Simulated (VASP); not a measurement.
# Ge2N (I4_1/amd) in VASP: single point with PBE

Aim: the single point of Ge2N with PBE.

All numbers are computed with VASP 6.6.1; they aren't measurements. Logs are shortened: lines on timing, memory, paths and dates and some standing lists are left out, and cuts for length are marked.

## (1) The cell of the first run

It takes space group I4_1/amd (No. 141, tetragonal). The conventional cell has a = 4.792 Å, b = 4.792 Å, c = 7.494 Å, α = 90.00°, β = 90.00°, γ = 90.00°. Within 2.7 Å of Ge (site symmetry 2mm) lie 3 N at 2.05 to 2.40 Å. Within 2.7 Å of N (site symmetry -4m2) lie 6 Ge at 2.05 to 2.40 Å.

## (2) Single point, PBE

INCAR

```
SYSTEM = Ge2N
ALGO = Normal
EDIFF = 1E-6
ENCUT = 520
GGA = PE
ISIF = 2
ISMEAR = 0
LASPH = .TRUE.
LCHARG = .FALSE.
LREAL = .FALSE.
LWAVE = .FALSE.
NBANDS = 42
NELM = 60
PREC = Accurate
SIGMA = 0.1
```

KPOINTS

```
k-points
0
G
  12 12 12
  0 0 0
```

POSCAR

```
Ge2N
1.0
   -2.3957540870      2.3957540870      3.7472305712
    2.3957540870     -2.3957540870      3.7472305712
    2.3957540870      2.3957540870     -3.7472305712
Ge N
4 2
Direct
    0.2738547874      0.2738547874      0.0000000000
    0.0238547874      0.5238547874      0.5000000000
    0.4761452126      0.9761452126      0.5000000000
    0.7261452126      0.7261452126      0.0000000000
    0.0000000000      0.0000000000      0.0000000000
    0.7500000000      0.2500000000      0.5000000000
```

Potentials or basis: VASP PAW PBE potentials, release 64 (Ge_d, N).

Command:

```bash
cat potpaw_PBE.64/Ge_d/POTCAR potpaw_PBE.64/N/POTCAR > POTCAR
mpirun -np 1 vasp_std > vasp.out
```

OUTCAR:

```text
SYSTEM = Ge2N
   EDIFF = 1E-6
   ENCUT = 520
   GGA = PE
   ISIF = 2
   ISMEAR = 0
   LASPH = .TRUE.
   LREAL = .FALSE.
   NELM = 60
   PREC = Accurate

 ion  position               nearest neighbor table
   1  0.274  0.274  0.000-   5 2.05   3 2.84   3 2.84
   2  0.024  0.524  0.500-   6 2.05   4 2.84   4 2.84
   3  0.476  0.976  0.500-   6 2.05   1 2.84   1 2.84
   4  0.726  0.726  0.000-   5 2.05   2 2.84   2 2.84
   5  0.000  0.000  0.000-   1 2.05   4 2.05
   6  0.750  0.250  0.500-   2 2.05   3 2.05

  LATTYP: Found a body centered tetragonal cell.
 ALAT       =     4.7915081740
 C/A-ratio  =     1.5641131916

  Lattice vectors:

 A1 = (  -2.3957540870,   2.3957540870,   3.7472305712)
 A2 = (   2.3957540870,  -2.3957540870,   3.7472305712)
 A3 = (   2.3957540870,   2.3957540870,  -3.7472305712)

Analysis of symmetry for initial positions (statically):
=====================================================================
 Subroutine PRICEL returns:
 Original cell was already a primitive cell.

 Routine SETGRP: Setting up the symmetry group for a
 body centered tetragonal supercell.

 Subroutine GETGRP returns: Found 16 space group operations
 (whereof  8 operations were pure point group operations)
 out of a pool of 16 trial point group operations.

The static configuration has the point symmetry D_2d.
 The point group associated with its full space group is D_4h.

Analysis of symmetry for dynamics (positions and initial velocities):
=====================================================================
 Subroutine PRICEL returns:
 Original cell was already a primitive cell.

 Routine SETGRP: Setting up the symmetry group for a
 body centered tetragonal supercell.

 Subroutine GETGRP returns: Found 16 space group operations
 (whereof  8 operations were pure point group operations)
 out of a pool of 16 trial point group operations.

The dynamic configuration has the point symmetry D_2d.
 The point group associated with its full space group is D_4h.

 Subroutine INISYM returns: Found 16 space group operations
 (whereof  8 operations are pure point group operations),
 and found     1 'primitive' translations

----------------------------------------------------------------------------------------

                                     Primitive cell

  volume of cell :      86.0310

  direct lattice vectors                    reciprocal lattice vectors
    -2.395754087  2.395754087  3.747230571     0.000000000  0.208702555  0.133431875
     2.395754087 -2.395754087  3.747230571     0.208702555  0.000000000  0.133431875
     2.395754087  2.395754087 -3.747230571     0.208702555  0.208702555  0.000000000

  length of vectors
     5.051832563  5.051832563  5.051832563     0.247711166  0.247711166  0.295149984

  position of ions in fractional coordinates (direct lattice)
     0.273854787  0.273854787  0.000000000
     0.023854787  0.523854787  0.500000000
     0.476145213  0.976145213  0.500000000
     0.726145213  0.726145213  0.000000000
     0.000000000  0.000000000  0.000000000
     0.750000000  0.250000000  0.500000000

  ion indices of the primitive-cell ions
   primitive index   ion index
                 1           1
                 2           2
                 3           3
                 4           4
                 5           5
                 6           6

----------------------------------------------------------------------------------------

 KPOINTS: k-points

Automatic generation of k-mesh.
 Grid dimensions read from file:
 generate k-points for:   12   12   12

 Generating k-lattice:

  Cartesian coordinates                     Fractional coordinates (reciprocal lattice)
     0.000000000  0.017391880  0.011119323     0.083333333  0.000000000  0.000000000
     0.017391880  0.000000000  0.011119323     0.000000000  0.083333333  0.000000000
     0.017391880  0.017391880  0.000000000     0.000000000  0.000000000  0.083333333

  Length of vectors
     0.020642597  0.020642597  0.024595832

  Shift w.r.t. Gamma in fractional coordinates (k-lattice)
     0.000000000  0.000000000  0.000000000

 Subroutine IBZKPT returns following result:
 ===========================================

 Found    163 irreducible k-points:

 Following reciprocal coordinates:
            Coordinates               Weight
  0.000000  0.000000  0.000000      1.000000
  0.083333 -0.000000  0.000000      8.000000
  0.166667 -0.000000  0.000000      8.000000
  0.250000 -0.000000  0.000000      8.000000
  0.333333  0.000000  0.000000      8.000000
  0.416667 -0.000000  0.000000      8.000000
[... 16 lines left out ...]
  0.500000  0.166667  0.000000     16.000000
 -0.416667  0.166667 -0.000000     16.000000
 [... further k-points ...]
   k-points           NKPTS =    163   k-points in BZ     NKDIM =    163   number of bands    NBANDS=     42
   number of dos      NEDOS =    301   number of ions     NIONS =      6
   total plane-waves  NPLWV =  64000
   dimension x,y,z NGX =    40 NGY =   40 NGZ =   40
   dimension x,y,z NGXF=    80 NGYF=   80 NGZF=   80
   ions per type =               4   2
   NGX,Y,Z   is equivalent  to a cutoff of  13.16, 13.16, 13.16 a.u.
   NGXF,Y,Z  is equivalent  to a cutoff of  26.33, 26.33, 26.33 a.u.
 SYSTEM =  Ge2N
   PREC   = accura    normal or accurate (medium, high low for compatibility)
   ISTART =      0    job   : 0-new  1-cont  2-samecut
   ICHARG =      2    charge: 1-file 2-atom 10-const
   ISPIN  =      1    spin polarized calculation?
   LNONCOLLINEAR =      F non collinear calculations
   LSORBIT =      F    spin-orbit coupling
   LASPH  =      T    aspherical Exc in radial PAW
   ENCUT  =  520.0 eV  38.22 Ry    6.18 a.u.   9.39  9.39  9.39*2*pi/ulx,y,z
   NELM   =     60;   NELMIN=  2; NELMDL= -5     # of ELM steps
   EDIFF  = 0.1E-05   stopping-criterion for ELM
   LREAL  =      F    real-space projection
   EDIFFG = 0.1E-04   stopping-criterion for IOM
   NSW    =      0    number of steps for IOM
   IBRION =     -1    ionic relax: 0-MD 1-quasi-New 2-CG
   NFREE  =      0    steps in history (QN), initial steepest desc. (CG)
   ISIF   =      2    stress and relaxation
   ISYM   =      2    0-nonsym 1-usesym 2-fastsym
   POTIM  = 0.5000    time-step for ionic-motion
   TEBEG  =    0.0;   TEEND  =   0.0 temperature during run
   PSTRESS=    0.0 pullay stress
   NELECT =      66.0000    total number of electrons
   NUPDOWN=      -1.0000    fix difference up-down
   EMIN   =  10.00;   EMAX   =-10.00  energy-range for DOS
   EFERMI =   0.00;   METHOD = LEGACY
   ISMEAR =     0;   SIGMA  =   0.10  broadening in eV -4-tet -1-fermi 0-gaus
   EFERMI_NEDOS =   21; number of points for ismear=-14 and -15
   IALGO  =     38    algorithm
   IMIX   =      4    mixing-type and parameters
     AMIX     =   0.40;   BMIX     =  1.00
     AMIX_MAG =   1.60;   BMIX_MAG =  1.00
  volume/ion in A,a.u.               =      14.34        96.76
  Fermi-wavevector in a.u.,A,eV,Ry     =   1.498665  2.832066 30.558634  2.245996
  Thomas-Fermi vector in A             =   2.610395
   LORBIT       =      0    0 simple, 1 ext, 2 COOP (PROOUT), +10 PAW based schemes
   GGA     = PE    functional components
   LHFCALC =     F    Hartree Fock is set to
   AEXX    =    0.0000 exact exchange contribution
   IVDW    =     0    specifies the selected vdW correction
   LEPSILON=     F    determine dielectric tensor
   LRPA    =     F    only Hartree local field effects (RPA)
 non-spin polarized calculation
 Gauss-broadening in eV      SIGMA  =   0.10
  energy-cutoff  :      520.00
  volume of cell :       86.03
 maximum number of plane-waves:      2340
 NGX is ok and might be reduce to    40
   NGX = 19   NGY = 19   NGZ = 19

 number of electron      65.9999986 magnetization

 Free energy of the ion-electron system (eV)
  ---------------------------------------------------
  ext. energy  EPLUGINS =         0.00000000
  ---------------------------------------------------
  free energy    TOTEN  =       -31.13269263 eV

  energy without entropy =      -31.12241894  energy(sigma->0) =      -31.12755579

 E-fermi :   7.2120     XC(G=0): -11.6202

 val. band max:        7.2054331983   @ k =  -0.4167   0.1667  -0.0000
 cond. band min:       7.2142777392   @ k =  -0.4167   0.4167   0.1667
 fundamental gap:      0.0088445409
 Fermi energy:         7.2120162983

 k-point     1 :       0.0000    0.0000    0.0000
  band No.  band energies     occupation
      1     -17.8355      2.00000
      2     -17.7994      2.00000
      3     -17.7894      2.00000
      4     -17.7762      2.00000
      5     -17.7608      2.00000
      6     -17.7608      2.00000
[... 34 lines left out ...]
     41      14.7829      0.00000
     42      14.7862      0.00000

 k-point     2 :       0.0833   -0.0000    0.0000
  band No.  band energies     occupation
      1     -17.8336      2.00000
      2     -17.7979      2.00000
      3     -17.7893      2.00000
      4     -17.7786      2.00000
      5     -17.7612      2.00000
      6     -17.7592      2.00000
[... 34 lines left out ...]
     41      14.5357      0.00000
     42      14.6979      0.00000

 k-point     3 :       0.1667   -0.0000    0.0000
  band No.  band energies     occupation
      1     -17.8282      2.00000
      2     -17.7936      2.00000
      3     -17.7895      2.00000
      4     -17.7834      2.00000
      5     -17.7629      2.00000
      6     -17.7547      2.00000
[... 34 lines left out ...]
     41      13.8186      0.00000
     42      14.1873      0.00000

 k-point     4 :       0.2500   -0.0000    0.0000
  band No.  band energies     occupation
      1     -17.8204      2.00000
      2     -17.7913      2.00000
      3     -17.7869      2.00000
      4     -17.7863      2.00000
      5     -17.7660      2.00000
      6     -17.7594      2.00000
[... 844 lines left out ...]
     41      13.1000      0.00000
     42      13.3550      0.00000

 k-point    23 :       0.5000    0.1667    0.0000
  band No.  band energies     occupation
      1     -17.8010      2.00000
      2     -17.7918      2.00000
      3     -17.7884      2.00000
      4     -17.7711      2.00000
      5     -17.7661      2.00000
      6     -17.7623      2.00000
[... 34 lines left out ...]
     41      12.9820      0.00000
     42      13.4885      0.00000

 k-point    24 :      -0.4167    0.1667   -0.0000
  band No.  band energies     occupation
      1     -17.8061      2.00000
      2     -17.7910      2.00000
      3     -17.7890      2.00000
      4     -17.7722      2.00000
      5     -17.7675      2.00000
      6     -17.7652      2.00000
[... 34 lines left out ...]
     41      12.9984      0.00000
     42      13.5786      0.00000

 [... further k-points ...]

------------------------ aborting loop because EDIFF is reached ----------------------------------------

  FORCE on cell =-STRESS in cart. coord.  units (eV):
  Direction    XX          YY          ZZ          XY          YZ          ZX
  --------------------------------------------------------------------------------------
  -------------------------------------------------------------------------------------
  Total        0.0202826      0.0202826      0.0324978      0.0000000      0.0000000      0.0000000
  in kB        0.3777290      0.3777290      0.6052152      0.0000000      0.0000000      0.0000000
  external PRESSURE =       0.4535577 kB  Pullay stress =       0.0000000 kB

 VOLUME and BASIS-vectors are now :
 -----------------------------------------------------------------------------
  energy-cutoff  :      520.00
  volume of cell :       86.03
      direct lattice vectors                 reciprocal lattice vectors
    -2.395754087  2.395754087  3.747230571     0.000000000  0.208702555  0.133431875
     2.395754087 -2.395754087  3.747230571     0.208702555  0.000000000  0.133431875
     2.395754087  2.395754087 -3.747230571     0.208702555  0.208702555  0.000000000

 POSITION                                       TOTAL-FORCE (eV/Angst)
 -----------------------------------------------------------------------------------
      0.00000      0.00000      2.05239        -0.000000      0.000000      0.007386
      2.39575      0.00000      0.17878         0.000000     -0.000000      0.007386
      2.39575      0.00000      3.56845         0.000000     -0.000000     -0.007386
      0.00000      0.00000      5.44207        -0.000000      0.000000     -0.007386
      0.00000      0.00000      0.00000        -0.000000     -0.000000      0.000000
      0.00000      2.39575      1.87362        -0.000000     -0.000000      0.000000
 -----------------------------------------------------------------------------------
    total drift:                               -0.000000     -0.000000      0.000000

  FREE ENERGIE OF THE ION-ELECTRON SYSTEM (eV)
  ---------------------------------------------------
  free  energy   TOTEN  =       -31.1326926323 eV

  energy  without entropy=      -31.1224189448  energy(sigma->0) =      -31.12755579
```

It took 9.3 min on 1 thread of Intel Xeon Platinum 8488C (Sapphire Rapids), shared host; peak memory 0.54 GiB.

What came out:

* Free energy: -31.1327 eV
* Pressure: 0.0 GPa
* Largest force: 0.007 eV/Å
* Band gap on the k mesh: zero (bands 33 and 34 overlap by 2.52 eV)

Forces on the atoms (eV/Å):
```
Ge   0.000  0.000  0.007
Ge   0.000  0.000  0.007
Ge   0.000  0.000 -0.007
Ge   0.000  0.000 -0.007
N    0.000  0.000  0.000
N    0.000  0.000  0.000
```
